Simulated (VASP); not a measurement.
# TaN (P1) in VASP: a series of runs

The runs below take TaN through single point, with PBEsol.

Everything below comes from runs of VASP 6.6.1. Logs are shortened: lines on timing, memory, paths and dates and some standing lists are left out, and cuts for length are marked.

### 1 The cell of the first run

The typed cell holds 2 atoms: a = 2.939 Å, b = 2.976 Å, c = 2.884 Å, α = 90.62°, β = 91.71°, γ = 121.27°.

### 2 Single point, PBEsol (equal xy, yz and zx shear strains of -3 %)

INCAR

```
SYSTEM = TaN
ALGO = Normal
EDIFF = 1E-6
ENCUT = 520
GGA = PS
ISIF = 2
ISMEAR = -1
LASPH = .TRUE.
LCHARG = .FALSE.
LREAL = .FALSE.
LWAVE = .FALSE.
NBANDS = 15
NELM = 100
PREC = Accurate
SIGMA = 0.02
```

KPOINTS

```
k-points
0
G
  12 12 10
  0 0 0
```

POSCAR

```
TaN
1.0
    2.9379988584     -0.0440699829     -0.0440699829
   -1.5071651539      2.5664166391     -0.0161307333
   -0.0432450000     -0.0432450000      2.8830000000
Ta N
1 1
Direct
    0.3333333333      0.6666666667      0.5000000000
    0.0000000000      0.0000000000      0.0000000000
```

Potentials or basis: VASP PAW PBE potentials, release 64 (Ta_pv, N).

On the command line:

```bash
$ cat potpaw_PBE.64/Ta_pv/POTCAR potpaw_PBE.64/N/POTCAR > POTCAR
$ mpirun -np 1 vasp_std > vasp.out
```

OUTCAR:

```text
SYSTEM = TaN
   EDIFF = 1E-6
   ENCUT = 520
   GGA = PS
   ISIF = 2
   ISMEAR = -1
   LASPH = .TRUE.
   LREAL = .FALSE.
   NELM = 100
   PREC = Accurate

 ion  position               nearest neighbor table
   1  0.333  0.667  0.500-   2 2.16   2 2.19   2 2.23   2 2.25   2 2.25   2 2.26
   2  0.000  0.000  0.000-   1 2.16   1 2.19   1 2.23   1 2.25   1 2.25   1 2.26

  LATTYP: Found a triclinic cell.
 ALAT       =     2.9762898661
 B/A-ratio  =     1.7101520239
 C/A-ratio  =     1.4037559066
 COS(alpha) =     0.0003918690
 COS(beta)  =     0.3577134416
 COS(gamma) =     0.8697686736

  Lattice vectors:

 A1 = (   1.5071651539,  -2.5664166391,   0.0161307333)
 A2 = (   0.0763314494,  -5.0887632953,   0.0763314495)
 A3 = (   2.9812438584,  -0.0008249829,  -2.9270699829)

Analysis of symmetry for initial positions (statically):
=====================================================================
 Subroutine PRICEL returns:
 Original cell was already a primitive cell.

 Routine SETGRP: Setting up the symmetry group for a
 triclinic supercell.

 Subroutine GETGRP returns: Found  1 space group operations
 (whereof  1 operations were pure point group operations)
 out of a pool of  2 trial point group operations.

The static configuration has the point symmetry C_1 .

Analysis of symmetry for dynamics (positions and initial velocities):
=====================================================================
 Subroutine PRICEL returns:
 Original cell was already a primitive cell.

 Routine SETGRP: Setting up the symmetry group for a
 triclinic supercell.

 Subroutine GETGRP returns: Found  1 space group operations
 (whereof  1 operations were pure point group operations)
 out of a pool of  2 trial point group operations.

The dynamic configuration has the point symmetry C_1 .

 Subroutine INISYM returns: Found  1 space group operations
 (whereof  1 operations are pure point group operations),
 and found     1 'primitive' translations

----------------------------------------------------------------------------------------

                                     Primitive cell

  volume of cell :      21.5369

  direct lattice vectors                    reciprocal lattice vectors
     2.937998858 -0.044069983 -0.044069983     0.343517225  0.201786852  0.008179561
    -1.507165154  2.566416639 -0.016130733     0.005987854  0.393202436  0.005987854
    -0.043245000 -0.043245000  2.883000000     0.005284560  0.005284560  0.347019446

  length of vectors
     2.938659834  2.976289866  2.883648602     0.398483278  0.393293611  0.347099912

  position of ions in fractional coordinates (direct lattice)
     0.333333333  0.666666667  0.500000000
     0.000000000  0.000000000  0.000000000

  ion indices of the primitive-cell ions
   primitive index   ion index
                 1           1
                 2           2

----------------------------------------------------------------------------------------

 KPOINTS: k-points

Automatic generation of k-mesh.
 Grid dimensions read from file:
 generate k-points for:   12   12   10

 Generating k-lattice:

  Cartesian coordinates                     Fractional coordinates (reciprocal lattice)
     0.028626435  0.016815571  0.000681630     0.083333333 -0.000000000  0.000000000
     0.000498988  0.032766870  0.000498988    -0.000000000  0.083333333  0.000000000
     0.000528456  0.000528456  0.034701945     0.000000000 -0.000000000  0.100000000

  Length of vectors
     0.033206940  0.032774468  0.034709991

  Shift w.r.t. Gamma in fractional coordinates (k-lattice)
     0.000000000  0.000000000  0.000000000

 Subroutine IBZKPT returns following result:
 ===========================================

 Found    724 irreducible k-points:

 Following reciprocal coordinates:
            Coordinates               Weight
  0.000000  0.000000  0.000000      1.000000
  0.083333 -0.000000  0.000000      2.000000
  0.166667 -0.000000  0.000000      2.000000
  0.250000 -0.000000 -0.000000      2.000000
  0.333333 -0.000000  0.000000      2.000000
  0.416667 -0.000000 -0.000000      2.000000
[... 16 lines left out ...]
  0.250000  0.166667  0.000000      2.000000
  0.333333  0.166667  0.000000      2.000000
 [... further k-points ...]
   k-points           NKPTS =    724   k-points in BZ     NKDIM =    724   number of bands    NBANDS=     15
   number of dos      NEDOS =    301   number of ions     NIONS =      2
   total plane-waves  NPLWV =  13824
   dimension x,y,z NGX =    24 NGY =   24 NGZ =   24
   dimension x,y,z NGXF=    48 NGYF=   48 NGZF=   48
   ions per type =               1   1
   NGX,Y,Z   is equivalent  to a cutoff of  13.58, 13.41, 13.84 a.u.
   NGXF,Y,Z  is equivalent  to a cutoff of  27.15, 26.81, 27.67 a.u.
 SYSTEM =  TaN
   PREC   = accura    normal or accurate (medium, high low for compatibility)
   ISTART =      0    job   : 0-new  1-cont  2-samecut
   ICHARG =      2    charge: 1-file 2-atom 10-const
   ISPIN  =      1    spin polarized calculation?
   LNONCOLLINEAR =      F non collinear calculations
   LSORBIT =      F    spin-orbit coupling
   LASPH  =      T    aspherical Exc in radial PAW
   ENCUT  =  520.0 eV  38.22 Ry    6.18 a.u.   5.46  5.53  5.36*2*pi/ulx,y,z
   NELM   =    100;   NELMIN=  2; NELMDL= -5     # of ELM steps
   EDIFF  = 0.1E-05   stopping-criterion for ELM
   LREAL  =      F    real-space projection
[... 7 lines left out ...]
   TEBEG  =    0.0;   TEEND  =   0.0 temperature during run
   PSTRESS=    0.0 pullay stress
   NELECT =      16.0000    total number of electrons
   NUPDOWN=      -1.0000    fix difference up-down
   EMIN   =  10.00;   EMAX   =-10.00  energy-range for DOS
   EFERMI =   0.00;   METHOD = LEGACY
   ISMEAR =    -1;   SIGMA  =   0.02  broadening in eV -4-tet -1-fermi 0-gaus
   EFERMI_NEDOS =   21; number of points for ismear=-14 and -15
   IALGO  =     38    algorithm
   IMIX   =      4    mixing-type and parameters
     AMIX     =   0.40;   BMIX     =  1.00
     AMIX_MAG =   1.60;   BMIX_MAG =  1.00
  volume/ion in A,a.u.               =      10.77        72.67
  Fermi-wavevector in a.u.,A,eV,Ry     =   1.482703  2.801902 29.911143  2.198407
  Thomas-Fermi vector in A             =   2.596456
   LORBIT       =      0    0 simple, 1 ext, 2 COOP (PROOUT), +10 PAW based schemes
   GGA     = PS    functional components
   LHFCALC =     F    Hartree Fock is set to
   AEXX    =    0.0000 exact exchange contribution
   IVDW    =     0    specifies the selected vdW correction
   LEPSILON=     F    determine dielectric tensor
   LRPA    =     F    only Hartree local field effects (RPA)
 non-spin polarized calculation
  energy-cutoff  :      520.00
  volume of cell :       21.54
 maximum number of plane-waves:       596
 NGX is ok and might be reduce to    24
   NGX = 11   NGY = 11   NGZ = 11

 number of electron      16.0000000 magnetization

 Free energy of the ion-electron system (eV)
  ---------------------------------------------------
  ext. energy  EPLUGINS =         0.00000000
  ---------------------------------------------------
  free energy    TOTEN  =       -23.75851995 eV

  energy without entropy =      -23.75843254  energy(sigma->0) =      -23.75847625

 E-fermi :   8.0900     XC(G=0): -13.5073

 val. band max:        8.0777153867   @ k =  -0.0833   0.0000   0.4000
 cond. band min:       8.0968815252   @ k =   0.0833  -0.0000   0.4000
 fundamental gap:      0.0191661385
 Fermi energy:         8.0899655074

 k-point     1 :       0.0000    0.0000    0.0000
  band No.  band energies     occupation
      1     -26.6764      2.00000
      2     -26.4399      2.00000
      3     -26.3745      2.00000
      4      -9.6416      2.00000
      5       3.3289      2.00000
      6       3.6714      2.00000
      7       3.9310      2.00000
      8       5.1969      2.00000
      9      10.2173      0.00000
     10      11.3648      0.00000
     11      11.6767      0.00000
     12      12.2494      0.00000
     13      12.4017      0.00000
     14      21.1569      0.00000
     15      21.5527      0.00000

 k-point     2 :       0.0833   -0.0000    0.0000
  band No.  band energies     occupation
      1     -26.6664      2.00000
      2     -26.4713      2.00000
      3     -26.4403      2.00000
      4      -9.4912      2.00000
      5       3.1751      2.00000
      6       3.5002      2.00000
      7       4.1143      2.00000
      8       4.9970      2.00000
      9      10.7359      0.00000
     10      11.3918      0.00000
     11      11.4631      0.00000
     12      12.1536      0.00000
     13      12.5206      0.00000
     14      21.1489      0.00000
     15      21.5426      0.00000

 k-point     3 :       0.1667   -0.0000    0.0000
  band No.  band energies     occupation
      1     -26.6700      2.00000
      2     -26.6387      2.00000
      3     -26.5012      2.00000
      4      -9.0770      2.00000
      5       2.2589      2.00000
      6       3.7830      2.00000
      7       4.3292      2.00000
      8       4.7517      2.00000
      9      10.7214      0.00000
     10      11.4409      0.00000
     11      11.9137      0.00000
     12      12.0782      0.00000
     13      12.9376      0.00000
     14      21.1457      0.00000
     15      21.5271      0.00000
[... 343 lines left out ...]
 k-point    23 :       0.2500    0.1667    0.0000
  band No.  band energies     occupation
      1     -27.2347      2.00000
      2     -26.7239      2.00000
      3     -26.5498      2.00000
      4      -7.6542      2.00000
      5       0.4650      2.00000
      6       3.1921      2.00000
      7       3.8679      2.00000
      8       5.9924      2.00000
      9       9.4544      0.00000
     10      10.4484      0.00000
     11      13.1146      0.00000
     12      14.1578      0.00000
     13      15.6191      0.00000
     14      21.4219      0.00000
     15      21.8338      0.00000

 k-point    24 :       0.3333    0.1667    0.0000
  band No.  band energies     occupation
      1     -27.3495      2.00000
      2     -26.8088      2.00000
      3     -26.5263      2.00000
      4      -7.2405      2.00000
      5       0.1794      2.00000
      6       2.9651      2.00000
      7       3.4803      2.00000
      8       6.3171      2.00000
      9       9.8500      0.00000
     10      10.2433      0.00000
     11      12.7348      0.00000
     12      14.5311      0.00000
     13      17.3163      0.00000
     14      20.8843      0.00000
     15      21.5304      0.00000

 [... further k-points ...]

------------------------ aborting loop because EDIFF is reached ----------------------------------------

  FORCE on cell =-STRESS in cart. coord.  units (eV):
  Direction    XX          YY          ZZ          XY          YZ          ZX
  --------------------------------------------------------------------------------------
  -------------------------------------------------------------------------------------
  Total       -0.4492662     -0.3777611     -0.4178613      0.9666905      1.0340591      1.0363266
  in kB      -33.4219669    -28.1025331    -31.0856781     71.9143691     76.9260824     77.0947624
  external PRESSURE =     -30.8700593 kB  Pullay stress =       0.0000000 kB

 VOLUME and BASIS-vectors are now :
 -----------------------------------------------------------------------------
  energy-cutoff  :      520.00
  volume of cell :       21.54
      direct lattice vectors                 reciprocal lattice vectors
     2.937998858 -0.044069983 -0.044069983     0.343517225  0.201786852  0.008179561
    -1.507165154  2.566416639 -0.016130733     0.005987854  0.393202436  0.005987854
    -0.043245000 -0.043245000  2.883000000     0.005284560  0.005284560  0.347019446

 POSITION                                       TOTAL-FORCE (eV/Angst)
 -----------------------------------------------------------------------------------
     -0.04707      1.67463      1.41606        -0.096938     -0.006560     -0.050400
      0.00000      0.00000      0.00000         0.096938      0.006560      0.050400
 -----------------------------------------------------------------------------------
    total drift:                                0.000012      0.000021      0.000107

  FREE ENERGIE OF THE ION-ELECTRON SYSTEM (eV)
  ---------------------------------------------------
  free  energy   TOTEN  =       -23.7585199519 eV

  energy  without entropy=      -23.7584325397  energy(sigma->0) =      -23.75847625
```

It took 96 s on 1 thread of Intel Xeon 6975P-C (Granite Rapids), shared host; peak memory 0.34 GiB.

Results:

| Item | Value |
| --- | --- |
| Free energy | -23.7585 eV |
| Pressure | -3.1 GPa |
| Largest force | 0.109 eV/Å |
| Band gap on the k mesh | zero (bands 8 and 9 overlap by 0.23 eV) |

Forces in eV/Å, atoms in the order of the input:
```
Ta  -0.097 -0.007 -0.050
N    0.097  0.007  0.050
```

Caveat: the cell differs from its parent crystal (equal xy, yz and zx shear strains of -3 %); the cell stands under tension; the PAW data sets were made with another functional, which shifts forces and pressure a little; spin-orbit coupling is left out, which moves the levels of the heavy elements.

### 3 Single point, PBEsol (equal xy, yz and zx shear strains of -1 %)

INCAR

```
PREC     = Accurate       # precision mode
ENCUT    = 520            # plane-wave cutoff, eV
EDIFF    = 1E-6           # SCF threshold, eV
ISMEAR   = -1             # smearing method
SIGMA    = 0.02           # smearing width, eV
LREAL    = F              # projectors in reciprocal space
LASPH    = T              # aspherical terms in the spheres
NELM     = 80             # most SCF steps
ALGO     = Normal         # electronic algorithm
ISIF     = 2              # what is computed and relaxed
LWAVE    = F              # write WAVECAR
LCHARG   = T              # write CHGCAR
GGA      = PS             # functional
LELF     = T              # ELF
LVHAR    = T            
NBANDS   = 15             # bands
```

KPOINTS

```
Automatic mesh
0
Gamma
  12 12 10
```

POSCAR

```
TaN
1.0
    2.9379988584     -0.0146899943     -0.0146899943
   -1.4817213374      2.5517266448     -0.0053769111
   -0.0144150000     -0.0144150000      2.8830000000
Ta N
1 1
Direct
    0.3333333333      0.6666666667      0.5000000000
    0.0000000000      0.0000000000      0.0000000000
```

Potentials or basis: VASP PAW PBE potentials, release 64 (Ta_pv, N).

On the command line:

```bash
$ cat potpaw_PBE.64/Ta_pv/POTCAR potpaw_PBE.64/N/POTCAR > POTCAR
$ mpirun -np 1 vasp_std > vasp.out
```

Run time: 60 s. Hardware: 1 thread of Intel Xeon 6975P-C (Granite Rapids), shared host; peak memory 0.34 GiB.

Results (log left out):

* Free energy: -23.7983 eV
* Pressure: -4.0 GPa
* Largest force: 0.022 eV/Å
* Band gap on the k mesh: zero (bands 8 and 9 overlap by 0.32 eV)

Forces in eV/Å, atoms in the order of the input:
```
Ta  -0.021  0.000 -0.006
N    0.021  0.000  0.006
```

Stress tensor (GPa, compression positive):
```
-4.05  2.26  2.49
 2.26 -3.86  2.49
 2.49  2.49 -4.03
```

Levels at points of the mesh, in eV from the Fermi level:
```csv
k point,band 4,band 5,band 6,band 7,band 8,band 9,band 10,band 11,band 12,band 13
"(0.00, 0.00, 0.00)",-17.81,-4.70,-4.58,-4.29,-2.98,2.13,3.43,3.56,3.92,3.97
"(0.50, 0.00, 0.00)",-15.47,-8.37,-5.28,-3.56,-3.28,2.86,3.95,5.12,5.25,7.36
"(0.00, 0.50, 0.00)",-15.48,-8.39,-5.27,-3.57,-3.24,2.90,3.98,5.12,5.25,7.35
"(0.50, 0.50, 0.00)",-15.50,-8.40,-5.27,-3.59,-3.20,2.93,4.01,5.12,5.25,7.34
"(0.00, 0.00, 0.50)",-15.12,-9.46,-3.84,-3.80,-0.28,-0.08,2.36,3.17,3.29,8.07
"(0.50, 0.00, 0.50)",-15.79,-7.42,-6.28,-5.83,-0.37,4.06,5.31,6.02,7.03,10.16
"(0.00, 0.50, 0.50)",-15.79,-7.42,-6.28,-5.77,-0.42,4.08,5.28,6.00,7.01,10.08
"(0.50, 0.50, 0.50)",-15.80,-7.41,-6.27,-5.71,-0.48,4.10,5.26,5.98,7.00,9.99
```

Caveat: the cell differs from its parent crystal (equal xy, yz and zx shear strains of -1 %); the cell stands under tension; the PAW data sets were made with another functional, which shifts forces and pressure a little; spin-orbit coupling is left out, which moves the levels of the heavy elements.

### 4 Single point, PBEsol (equal xy, yz and zx shear strains of +2 %)

INCAR

```
SYSTEM = TaN
PREC     = Accurate       ! precision mode
ENCUT    = 520            ! plane-wave cutoff, eV
EDIFF    = 1E-6           ! SCF threshold, eV
ISMEAR   = -1             ! smearing method
SIGMA    = 0.02           ! smearing width, eV
LREAL    = .FALSE.        ! projectors in reciprocal space
LASPH    = .TRUE.         ! aspherical terms in the spheres
NELM     = 80             ! most SCF steps
ALGO     = Normal         ! electronic algorithm
ISIF     = 2              ! what is computed and relaxed
LWAVE    = .FALSE.        ! write WAVECAR
LCHARG   = .FALSE.        ! write CHGCAR
GGA      = PS             ! functional
NBANDS   = 15             ! bands
```

KPOINTS

```
Automatic mesh
0
G
  12 12 10
  0 0 0
```

POSCAR

```
TaN
1.0
    2.9379988584      0.0293799886      0.0293799886
   -1.4435556127      2.5296916534      0.0107538222
    0.0288300000      0.0288300000      2.8830000000
Ta N
1 1
Direct
    0.3333333333      0.6666666667      0.5000000000
    0.0000000000      0.0000000000      0.0000000000
```

On the command line:

```bash
$ cat potpaw_PBE.64/Ta_pv/POTCAR potpaw_PBE.64/N/POTCAR > POTCAR
$ mpirun -np 1 vasp_std > vasp.out
```

Run time: 60 s. Hardware: 1 thread of Intel Xeon 6975P-C (Granite Rapids), shared host; peak memory 0.34 GiB.

The run converged. Its results:

```
Free energy            : -23.7848 eV
Pressure               : -3.7 GPa
Largest force          : 0.025 eV/Å
Band gap on the k mesh : zero (bands 8 and 9 overlap by 0.26 eV)
```

Forces in eV/Å, atoms in the order of the input:
```
Ta   0.013 -0.002 -0.021
N   -0.013  0.002  0.021
```

Stress tensor (GPa, compression positive):
```
-3.87 -4.21 -4.73
-4.21 -3.41 -4.73
-4.73 -4.73 -3.72
```

Levels at points of the mesh, in eV from the Fermi level:
```tsv
k point	band 6	band 7	band 8	band 9	band 10	band 11
(0.00, 0.00, 0.00)	-4.49	-4.24	-2.95	2.13	3.35	3.57
(0.50, 0.00, 0.00)	-5.25	-3.55	-3.12	3.04	4.04	5.17
(0.00, 0.50, 0.00)	-5.25	-3.53	-3.20	2.89	4.04	5.12
(0.50, 0.50, 0.00)	-5.24	-3.51	-3.29	2.74	4.06	5.09
(0.00, 0.00, 0.50)	-3.83	-3.74	-0.35	0.07	2.37	3.20
(0.50, 0.00, 0.50)	-6.23	-5.61	-0.49	4.16	5.25	5.99
(0.00, 0.50, 0.50)	-6.24	-5.73	-0.38	4.12	5.27	6.06
(0.50, 0.50, 0.50)	-6.25	-5.86	-0.27	4.08	5.37	6.08
```

Caveat: the cell differs from its parent crystal (equal xy, yz and zx shear strains of +2 %); the cell stands under tension; the PAW data sets were made with another functional, which shifts forces and pressure a little; spin-orbit coupling is left out, which moves the levels of the heavy elements.

### 5 The runs side by side

```csv
cell,gap on the mesh (eV),pressure (GPa),largest force (eV/Å)
"a = 2.939, b = 2.976, c = 2.884 Å, angles 90.6, 91.7, 121.3°, 2 atoms",none,-3.1,0.11
"a = 2.938, b = 2.951, c = 2.883 Å, angles 90.2, 90.6, 120.4°, 2 atoms",none,-4.0,0.02
"a = 2.938, b = 2.913, c = 2.883 Å, angles 89.6, 88.8, 119.1°, 2 atoms",none,-3.7,0.02
```

Alike in all rows: task single point; level PBEsol; potentials or basis VASP PAW PBE potentials, release 64 (Ta_pv, N); no spin polarisation; k mesh 12 × 12 × 10; cutoff (eV) 520; smearing fermi-dirac 0.02 eV.

Caveats: the cell stands under tension; the PAW data sets were made with another functional, which shifts forces and pressure a little; spin-orbit coupling is left out, which moves the levels of the heavy elements.

Total energies depend on the potentials used, so only differences within one code and one set of settings carry meaning.

The gap in the log of VASP goes by the Fermi energy; the results here count the filled bands.